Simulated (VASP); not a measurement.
The system is TaNbN2.

```xyz
4
Lattice="3.4768 0.0000 0.0000 -1.7384 3.0110 0.0000 0.0000 0.0000 5.3791" Properties=species:S:1:pos:R:3 pbc="T T T"
Ta    0.0000    0.0000    2.6895
Nb    0.0000    0.0000    0.0000
N     0.0000    2.0074    0.0000
N     1.7384    1.0037    0.0000
```

```yaml
Program: VASP 6.6.1
Task: relaxation of cell and atoms
Functional: PBE
Potentials_or_basis: VASP PAW PBE potentials, release 64 (Ta_pv, Nb_sv, N)
Cutoff: 600 eV
k_mesh: 6 × 6 × 4
Occupations: gaussian, width 0.1 eV
Spin: no spin polarisation
```

At the start: pressure 27.0 GPa; volume 14.08 Å³/atom.

Task: Where does the relaxation end?

Result: Over 7 steps the energy falls by 171.3 meV/atom and the volume is 16.40 Å³/atom (+16.5 %); space group P6/mmm (No. 191, to 0.05 Å).

The path:
```
step  energy change (eV)  largest force (eV/Å)  pressure (GPa)  volume (Å³)
   1              0.0000                0.0000           27.00        56.31
   2              0.4408                0.0000          -18.93        77.79
   3             -0.6618                0.0000           -0.40        64.64
   4             -0.6635                0.0000            0.48        64.26
   5             -0.6634                0.0000            0.87        64.10
   6             -0.6785                0.0000            0.47        64.75
   7             -0.6853                0.0000            0.08        65.61
```

Final structure:
```
Ta Nb N
1.0
     3.65034    0.00000    0.00000
    -1.82517    3.16129    0.00000
     0.00000    0.00000    5.68538
Ta Nb N
1 1 2
Direct
  0.00000 0.00000 0.50000
  0.00000 0.00000 0.00000
  0.33333 0.66667 0.00000
  0.66667 0.33333 0.00000
```

Caveat: the volume moved by over 15 % at a fixed basis, so the end points are rough.
